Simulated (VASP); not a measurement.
# F (C2/m) in VASP: notebook

F is run at these levels: PBEsol; tasks: single point.

Program: VASP 6.6.1. These are calculated values, not measurements. Logs are shortened: lines on timing, memory, paths and dates and some standing lists are left out, and cuts for length are marked.

**1. The cell of the first run**

It takes space group C2/m (No. 12, monoclinic). Conventional cell: a = 6.497 Å, b = 3.723 Å, c = 7.843 Å, α = 90.00°, β = 112.50°, γ = 90.00°. F (site symmetry m) has 1 F at 1.34 Å within 1.8 Å. F (site symmetry m) has 1 F at 1.46 Å within 2.0 Å.

**2. Single point, PBEsol**

Input file INCAR:

```
PREC = Accurate ; ENCUT = 520
EDIFF = 1E-6 ; ISMEAR = 0
SIGMA = 0.05 ; LREAL = False
LASPH = True ; NELM = 100
ALGO = Normal ; ISIF = 2
LWAVE = False ; LCHARG = True
GGA = PS ; LELF = True
LVHAR = True ; NBANDS = 22
```

Input file KPOINTS:

```
Automatic mesh
0
Gamma
  4 4 2
```

Input file POSCAR:

```
F
1.0
    3.2389009936     -1.8615074069     -0.2498119861
    3.2389009936      1.8615074069     -0.2498119861
   -2.4354061261      0.0000000000      7.4548272690
F
4
Direct
    0.0848459664      0.0848459664      0.0820156542
    0.9151540336      0.9151540336      0.9179843458
    0.5015719855      0.5015719855      0.5937195244
    0.4984280145      0.4984280145      0.4062804756
```

Potentials or basis: VASP PAW PBE potentials, release 64 (F).

The run is started by

```console
$ cat potpaw_PBE.64/F/POTCAR > POTCAR
$ mpirun -np 1 vasp_std > vasp.out
```

OUTCAR:

```text
PREC = Accurate
   ENCUT = 520
   EDIFF = 1E-6
   ISMEAR = 0
   LREAL = False
   LASPH = True
   NELM = 100
   ISIF = 2
   GGA = PS

 ion  position               nearest neighbor table
   1  0.085  0.085  0.082-   2 1.34
   2  0.915  0.915  0.918-   1 1.34
   3  0.502  0.502  0.594-   4 1.46
   4  0.498  0.498  0.406-   3 1.46

  LATTYP: Found a base centered monoclinic cell.
 ALAT       =     6.4970410726
 B/A-ratio  =     0.5730323654
 C/A-ratio  =     1.2070962569
 COS(beta)  =    -0.3827161857

  Lattice vectors:

 A1 = (   3.2389009936,  -1.8615074069,  -0.2498119861)
 A2 = (   3.2389009936,   1.8615074069,  -0.2498119861)
 A3 = (  -2.4354061261,   0.0000000000,   7.4548272690)

Analysis of symmetry for initial positions (statically):
=====================================================================
 Subroutine PRICEL returns:
 Original cell was already a primitive cell.

 Routine SETGRP: Setting up the symmetry group for a
 base centered monoclinic supercell.

 Subroutine GETGRP returns: Found  4 space group operations
 (whereof  4 operations were pure point group operations)
 out of a pool of  4 trial point group operations.

The static configuration has the point symmetry C_2h.

Analysis of symmetry for dynamics (positions and initial velocities):
=====================================================================
 Subroutine PRICEL returns:
 Original cell was already a primitive cell.

 Routine SETGRP: Setting up the symmetry group for a
 base centered monoclinic supercell.

 Subroutine GETGRP returns: Found  4 space group operations
 (whereof  4 operations were pure point group operations)
 out of a pool of  4 trial point group operations.

The dynamic configuration has the point symmetry C_2h.

 Subroutine INISYM returns: Found  4 space group operations
 (whereof  4 operations are pure point group operations),
 and found     1 'primitive' translations

----------------------------------------------------------------------------------------

                                     Primitive cell

  volume of cell :      87.6288

  direct lattice vectors                    reciprocal lattice vectors
     3.238900994 -1.861507407 -0.249811986     0.158363645 -0.268599522  0.051735577
     3.238900994  1.861507407 -0.249811986     0.158363645  0.268599522  0.051735577
    -2.435406126  0.000000000  7.454827269     0.010613562  0.000000000  0.137608599

  length of vectors
     3.744074719  3.744074719  7.842553960     0.316071696  0.316071696  0.138017297

  position of ions in fractional coordinates (direct lattice)
     0.084845966  0.084845966  0.082015654
     0.915154034  0.915154034  0.917984346
     0.501571986  0.501571986  0.593719524
     0.498428015  0.498428015  0.406280476

  ion indices of the primitive-cell ions
   primitive index   ion index
                 1           1
                 2           2
                 3           3
                 4           4

----------------------------------------------------------------------------------------

 KPOINTS: Automatic mesh

Automatic generation of k-mesh.
 Grid dimensions read from file:
 generate k-points for:    4    4    2

 Generating k-lattice:

  Cartesian coordinates                     Fractional coordinates (reciprocal lattice)
     0.039590911 -0.067149881  0.012933894     0.250000000  0.000000000 -0.000000000
     0.039590911  0.067149881  0.012933894     0.000000000  0.250000000 -0.000000000
     0.005306781  0.000000000  0.068804299     0.000000000  0.000000000  0.500000000

  Length of vectors
     0.079017924  0.079017924  0.069008648

  Shift w.r.t. Gamma in fractional coordinates (k-lattice)
     0.000000000  0.000000000  0.000000000

 Subroutine IBZKPT returns following result:
 ===========================================

 Found     14 irreducible k-points:

 Following reciprocal coordinates:
            Coordinates               Weight
  0.000000  0.000000  0.000000      1.000000
  0.250000  0.000000 -0.000000      4.000000
  0.500000  0.000000 -0.000000      2.000000
  0.250000  0.250000 -0.000000      2.000000
  0.500000  0.250000 -0.000000      4.000000
 -0.250000  0.250000  0.000000      2.000000
  0.500000  0.500000 -0.000000      1.000000
  0.000000  0.000000  0.500000      1.000000
  0.250000  0.000000  0.500000      4.000000
  0.500000  0.000000  0.500000      2.000000
  0.250000  0.250000  0.500000      2.000000
  0.500000  0.250000  0.500000      4.000000
 -0.250000  0.250000  0.500000      2.000000
  0.500000  0.500000  0.500000      1.000000
   k-points           NKPTS =     14   k-points in BZ     NKDIM =     14   number of bands    NBANDS=     22
   number of dos      NEDOS =    301   number of ions     NIONS =      4
   total plane-waves  NPLWV =  47040
   dimension x,y,z NGX =    28 NGY =   28 NGZ =   60
   dimension x,y,z NGXF=    56 NGYF=   56 NGZF=  120
   ions per type =               4
[... 114 lines left out ...]

 k-point     5 :       0.5000    0.2500   -0.0000
  band No.  band energies     occupation
      1     -32.2244      2.00000
      2     -30.4026      2.00000
      3     -24.9027      2.00000
      4     -24.0979      2.00000
      5     -12.8418      2.00000
      6     -12.2923      2.00000
[... 14 lines left out ...]
     21       8.8780      0.00000
     22       9.8655      0.00000

 k-point     6 :      -0.2500    0.2500    0.0000
  band No.  band energies     occupation
      1     -32.2258      2.00000
      2     -30.4035      2.00000
      3     -24.9008      2.00000
      4     -24.0885      2.00000
      5     -12.8597      2.00000
      6     -12.2618      2.00000
[... 14 lines left out ...]
     21       8.3670      0.00000
     22       9.6723      0.00000

 k-point     7 :       0.5000    0.5000   -0.0000
  band No.  band energies     occupation
      1     -32.2227      2.00000
      2     -30.4011      2.00000
      3     -24.9069      2.00000
      4     -24.1045      2.00000
      5     -12.8459      2.00000
      6     -12.2929      2.00000
[... 14 lines left out ...]
     21       9.6643      0.00000
     22      10.5699      0.00000

 k-point     8 :       0.0000    0.0000    0.5000
  band No.  band energies     occupation
      1     -32.2441      2.00000
      2     -30.4255      2.00000
      3     -24.9085      2.00000
      4     -24.0963      2.00000
      5     -12.8633      2.00000
      6     -12.3048      2.00000
[... 14 lines left out ...]
     21      13.2968      0.00000
     22      13.3795      0.00000

 k-point     9 :       0.2500    0.0000    0.5000
  band No.  band energies     occupation
      1     -32.2350      2.00000
      2     -30.4145      2.00000
      3     -24.9048      2.00000
      4     -24.0923      2.00000
      5     -12.8621      2.00000
      6     -12.2821      2.00000
[... 14 lines left out ...]
     21       9.6489      0.00000
     22      10.5053      0.00000

 k-point    10 :       0.5000    0.0000    0.5000
  band No.  band energies     occupation
      1     -32.2256      2.00000
      2     -30.4034      2.00000
      3     -24.9007      2.00000
      4     -24.0885      2.00000
      5     -12.8581      2.00000
      6     -12.2599      2.00000
[... 14 lines left out ...]
     21       8.8862      0.00000
     22      10.1809      0.00000

 k-point    11 :       0.2500    0.2500    0.5000
  band No.  band energies     occupation
      1     -32.2335      2.00000
      2     -30.4133      2.00000
      3     -24.9100      2.00000
      4     -24.0979      2.00000
      5     -12.8787      2.00000
      6     -12.2748      2.00000
[... 14 lines left out ...]
     21      10.0918      0.00000
     22      10.2115      0.00000

 k-point    12 :       0.5000    0.2500    0.5000
  band No.  band energies     occupation
      1     -32.2242      2.00000
      2     -30.4023      2.00000
      3     -24.9033      2.00000
      4     -24.0966      2.00000
      5     -12.8531      2.00000
      6     -12.2817      2.00000
[... 14 lines left out ...]
     21       8.2100      0.00000
     22       9.7117      0.00000

 k-point    13 :      -0.2500    0.2500    0.5000
  band No.  band energies     occupation
      1     -32.2258      2.00000
      2     -30.4038      2.00000
      3     -24.8985      2.00000
      4     -24.0914      2.00000
      5     -12.8376      2.00000
      6     -12.2881      2.00000
[... 14 lines left out ...]
     21       9.3923      0.00000
     22       9.4183      0.00000

 k-point    14 :       0.5000    0.5000    0.5000
  band No.  band energies     occupation
      1     -32.2226      2.00000
      2     -30.4010      2.00000
      3     -24.9059      2.00000
      4     -24.1050      2.00000
      5     -12.8455      2.00000
      6     -12.3066      2.00000
[... 14 lines left out ...]
     21       8.0431      0.00000
     22       8.2141      0.00000

------------------------ aborting loop because EDIFF is reached ----------------------------------------

  FORCE on cell =-STRESS in cart. coord.  units (eV):
  Direction    XX          YY          ZZ          XY          YZ          ZX
  --------------------------------------------------------------------------------------
  -------------------------------------------------------------------------------------
  Total        0.8085745     -0.2831958      0.9624398      0.0000000      0.0000000      2.7744460
  in kB       14.7837211     -5.1778631     17.5969464      0.0000000      0.0000000     50.7270959
  external PRESSURE =       9.0676015 kB  Pullay stress =       0.0000000 kB

 VOLUME and BASIS-vectors are now :
 -----------------------------------------------------------------------------
  energy-cutoff  :      520.00
  volume of cell :       87.63
      direct lattice vectors                 reciprocal lattice vectors
     3.238900994 -1.861507407 -0.249811986     0.158363645 -0.268599522  0.051735577
     3.238900994  1.861507407 -0.249811986     0.158363645  0.268599522  0.051735577
    -2.435406126  0.000000000  7.454827269     0.010613562  0.000000000  0.137608599

 POSITION                                       TOTAL-FORCE (eV/Angst)
 -----------------------------------------------------------------------------------
      0.34987      0.00000      0.56902         1.821914      0.000000      3.016611
      3.69252      0.00000      6.38618        -1.821914      0.000000     -3.016611
      1.80314      0.00000      4.17548         0.473100      0.000000     -1.555425
      2.23926      0.00000      2.77972        -0.473100      0.000000      1.555425
 -----------------------------------------------------------------------------------
    total drift:                                0.000000      0.000000     -0.000000

  FREE ENERGIE OF THE ION-ELECTRON SYSTEM (eV)
  ---------------------------------------------------
  free  energy   TOTEN  =        -7.6231628559 eV

  energy  without entropy=       -7.6231628559  energy(sigma->0) =       -7.62316286
```

It took 54 s on 1 thread of Intel Xeon 8259CL, shared host; peak memory 0.19 GiB.

What came out:

```
Free energy            : -7.6232 eV
Pressure               : 0.9 GPa
Largest force          : 3.524 eV/Å
Band gap on the k mesh : 2.27 eV, indirect (least direct gap 2.30 eV)
```

Forces in eV/Å, atoms in the order of the input:
```
F    1.822  0.000  3.017
F   -1.822  0.000 -3.017
F    0.473  0.000 -1.555
F   -0.473  0.000  1.555
```

Stress tensor (GPa, compression positive):
```
 1.48  0.00  5.07
 0.00 -0.52  0.00
 5.07  0.00  1.76
```

Caveat: the k points lie up to 0.50 Å⁻¹ apart; the PAW data sets were made with another functional, which shifts forces and pressure a little.

**3. Single point, PBEsol**

Input file INCAR:

```
SYSTEM = F
PREC     = Accurate       ! precision mode
ENCUT    = 520            ! plane-wave cutoff, eV
EDIFF    = 1E-6           ! SCF threshold, eV
ISMEAR   = 0              ! smearing method
SIGMA    = 0.05           ! smearing width, eV
LREAL    = .FALSE.        ! projectors in reciprocal space
LASPH    = .TRUE.         ! aspherical terms in the spheres
NELM     = 60             ! most SCF steps
ALGO     = Normal         ! electronic algorithm
ISIF     = 2              ! what is computed and relaxed
LWAVE    = .FALSE.        ! write WAVECAR
LCHARG   = .TRUE.         ! write CHGCAR
GGA      = PS             ! functional
LELF     = .TRUE.         ! ELF
LVHAR    = .TRUE.       
NBANDS   = 22             ! bands
```

Input file KPOINTS:

```
Automatic mesh
0
G
  4 4 2
  0 0 0
```

POSCAR, as its differences from that of step 2:

```diff
@@ -8,4 +8,4 @@
 Direct
-    0.0848459664      0.0848459664      0.0820156542
-    0.9151540336      0.9151540336      0.9179843458
+    0.0848459664      0.0848459664      0.1059920108
+    0.9151540336      0.9151540336      0.8940079892
     0.5015719855      0.5015719855      0.5937195244
```

Potentials or basis: VASP PAW PBE potentials, release 64 (F).

The run is started by

```console
$ cat potpaw_PBE.64/F/POTCAR > POTCAR
$ mpirun -np 1 vasp_std > vasp.out
```

Wall time 54 s (1 thread of Intel Xeon 8259CL, shared host); peak memory 0.19 GiB.

It converged, with:

```
Free energy            : -7.2964 eV
Pressure               : -5.9 GPa
Largest force          : 3.773 eV/Å
Band gap on the k mesh : 1.43 eV, indirect (least direct gap 1.49 eV)
```

Forces on the atoms (eV/Å):
```
F   -1.340  0.000 -3.527
F    1.340  0.000  3.527
F    0.530  0.000 -1.535
F   -0.530  0.000  1.535
```

Stress tensor (GPa, compression positive):
```
 -2.61   0.00  -2.71
  0.00  -0.53   0.00
 -2.71   0.00 -14.54
```

Levels at points of the mesh, in eV from the valence-band top:
```csv
k point,band 12,band 13,band 14,band 15,band 16,band 17
"(0.00, 0.00, 0.00)",-0.13,-0.08,-0.06,1.43,2.79,8.88
"(0.50, 0.00, 0.00)",-0.25,-0.19,-0.17,1.55,2.78,12.51
"(0.50, 0.50, 0.00)",-0.24,-0.13,0.00,1.52,2.77,12.89
"(0.00, 0.00, 0.50)",-0.16,-0.12,-0.09,1.49,2.72,9.56
"(0.50, 0.00, 0.50)",-0.28,-0.15,-0.04,1.51,2.79,12.46
"(0.50, 0.50, 0.50)",-0.27,-0.14,-0.09,1.56,2.78,12.48
```

Caveat: the k points lie up to 0.50 Å⁻¹ apart; the PAW data sets were made with another functional, which shifts forces and pressure a little. A k mesh can miss the band edges.

**4. Single point, PBEsol**

Input file INCAR:

```
SYSTEM = F
PREC = Accurate ; ENCUT = 520
EDIFF = 1E-6 ; ISMEAR = 0
SIGMA = 0.05 ; LREAL = .FALSE.
LASPH = .TRUE. ; NELM = 80
ALGO = Normal ; ISIF = 2
LWAVE = .FALSE. ; LCHARG = .FALSE.
GGA = PS ; NBANDS = 22
```

KPOINTS is that of step 3.

POSCAR, as its differences from that of step 3:

```diff
@@ -8,4 +8,4 @@
 Direct
-    0.0848459664      0.0848459664      0.1059920108
-    0.9151540336      0.9151540336      0.8940079892
+    0.0848459664      0.0848459664      0.0860117137
+    0.9151540336      0.9151540336      0.9139882863
     0.5015719855      0.5015719855      0.5937195244
```

The run is started by

```console
$ cat potpaw_PBE.64/F/POTCAR > POTCAR
$ mpirun -np 1 vasp_std > vasp.out
```

Wall time 49 s (1 thread of Intel Xeon 8259CL, shared host); peak memory 0.19 GiB.

It converged, with:

```yaml
Free_energy: -7.7246 eV
Pressure: -0.8 GPa
Largest_force: 1.622 eV/Å
Band_gap_on_the_k_mesh: 2.40 eV, indirect (least direct gap 2.43 eV)
```

Forces on the atoms (eV/Å):
```
F    0.677  0.000  1.235
F   -0.677  0.000 -1.235
F    0.478  0.000 -1.550
F   -0.478  0.000  1.550
```

Stress tensor (GPa, compression positive):
```
-0.03  0.00  2.73
 0.00 -0.51  0.00
 2.73  0.00 -1.84
```

Levels at points of the mesh, in eV from the valence-band top:
| k point | band 11 | band 12 | band 13 | band 14 | band 15 | band 16 | band 17 | band 18 |
| --- | --- | --- | --- | --- | --- | --- | --- | --- |
| (0.00, 0.00, 0.00) | -0.43 | -0.35 | -0.10 | -0.03 | 2.40 | 3.90 | 8.39 | 10.84 |
| (0.50, 0.00, 0.00) | -0.49 | -0.43 | -0.16 | -0.09 | 2.51 | 3.90 | 12.03 | 12.09 |
| (0.50, 0.50, 0.00) | -0.45 | -0.38 | -0.09 | 0.00 | 2.49 | 3.88 | 12.43 | 12.49 |
| (0.00, 0.00, 0.50) | -0.44 | -0.35 | -0.11 | -0.03 | 2.45 | 3.82 | 9.15 | 9.21 |
| (0.50, 0.00, 0.50) | -0.52 | -0.43 | -0.15 | -0.05 | 2.48 | 3.92 | 11.88 | 12.66 |
| (0.50, 0.50, 0.50) | -0.48 | -0.36 | -0.11 | -0.02 | 2.51 | 3.89 | 11.96 | 12.03 |

Caveat: the k points lie up to 0.50 Å⁻¹ apart; the PAW data sets were made with another functional, which shifts forces and pressure a little.

**5. Single point, PBEsol**

Input file INCAR:

```
SYSTEM = F
PREC = Accurate
ENCUT = 520
EDIFF = 1E-6
ISMEAR = 0
SIGMA = 0.05
LREAL = .False.
LASPH = .True.
NELM = 100
ALGO = Normal
ISIF = 2
LWAVE = .False.
LCHARG = .False.
GGA = PS
NBANDS = 22
```

Input file KPOINTS:

```
regular mesh
0
Gamma
  4 4 2
  0 0 0
```

POSCAR, as its differences from that of step 4:

```diff
@@ -8,4 +8,4 @@
 Direct
-    0.0848459664      0.0848459664      0.0860117137
-    0.9151540336      0.9151540336      0.9139882863
+    0.0848459664      0.0848459664      0.1019959513
+    0.9151540336      0.9151540336      0.8980040487
     0.5015719855      0.5015719855      0.5937195244
```

The run is started by

```console
$ cat potpaw_PBE.64/F/POTCAR > POTCAR
$ mpirun -np 1 vasp_std > vasp.out
```

Wall time 48 s (1 thread of Intel Xeon 8259CL, shared host); peak memory 0.19 GiB.

Results (log left out):

* Free energy: -7.4680 eV
* Pressure: -5.3 GPa
* Largest force: 3.307 eV/Å
* Band gap on the k mesh: 1.76 eV, indirect (least direct gap 1.84 eV)

Forces on the atoms (eV/Å):
```
F   -1.262  0.000 -3.056
F    1.262  0.000  3.056
F    0.514  0.000 -1.534
F   -0.514  0.000  1.534
```

Stress tensor (GPa, compression positive):
```
 -2.49   0.00  -2.28
  0.00  -0.53   0.00
 -2.28   0.00 -12.82
```

Levels at points of the mesh, in eV from the valence-band top:
| k point | band 12 | band 13 | band 14 | band 15 | band 16 | band 17 |
| --- | --- | --- | --- | --- | --- | --- |
| (0.00, 0.00, 0.00) | -0.12 | -0.08 | -0.07 | 1.76 | 2.81 | 8.82 |
| (0.50, 0.00, 0.00) | -0.24 | -0.18 | -0.17 | 1.91 | 2.78 | 12.45 |
| (0.50, 0.50, 0.00) | -0.23 | -0.14 | 0.00 | 1.88 | 2.77 | 12.83 |
| (0.00, 0.00, 0.50) | -0.16 | -0.11 | -0.09 | 1.85 | 2.72 | 9.53 |
| (0.50, 0.00, 0.50) | -0.27 | -0.15 | -0.04 | 1.86 | 2.80 | 12.39 |
| (0.50, 0.50, 0.50) | -0.25 | -0.13 | -0.09 | 1.91 | 2.78 | 12.41 |

Caveat: the k points lie up to 0.50 Å⁻¹ apart; the PAW data sets were made with another functional, which shifts forces and pressure a little. A k mesh can miss the band edges.
